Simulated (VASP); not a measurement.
Crystal: AgRh.

```
Ag Rh
1.0
     2.74005    0.00000    0.00000
    -1.37002    2.37295    0.00000
     0.00000    0.00000    4.74361
Ag Rh
1 1
Direct
  0.00000 0.00000 0.50000
  0.66667 0.33333 0.00000
```

Base run:

| Property | Result |
| --- | --- |
| Program | VASP 6.6.1 |
| Functional | PBE |
| Potentials or basis | VASP PAW PBE potentials, release 64 (Ag, Rh_pv) |
| Cutoff | 520 eV |
| k mesh | 11 × 11 × 6 |
| Occupations | fermi-dirac, width 0.05 eV |
| Spin | no spin polarisation |

Its results: band gap on the k mesh zero (band 13 reaches 10.57 eV, above the bottom of band 14 at 9.15 eV); pressure 4.2 GPa.

Question: After a change of settings the same cell gave: band gap on the k mesh zero (band 13 reaches 10.39 eV, above the bottom of band 14 at 8.98 eV); pressure -4.8 GPa. Which change was it?
A. functional from PBE to LDA; potentials or basis from VASP PAW PBE potentials, release 64 (Ag, Rh_pv) to VASP PAW LDA potentials, release 64 (Ag, Rh_pv)
B. functional from PBE to PBEsol; further incar settings from ALGO = Normal; EDIFF = 1e-07; NBANDS = 20 to ALGO = Fast; EDIFF = 1e-06; NBANDS = 20
C. further incar settings from ALGO = Normal; EDIFF = 1e-07; NBANDS = 20 to ALGO = Normal; EDIFF = 1e-06; NBANDS = 20

Answer: B.

Caveats: the PAW data sets were made with another functional, which shifts forces and pressure a little (some runs).
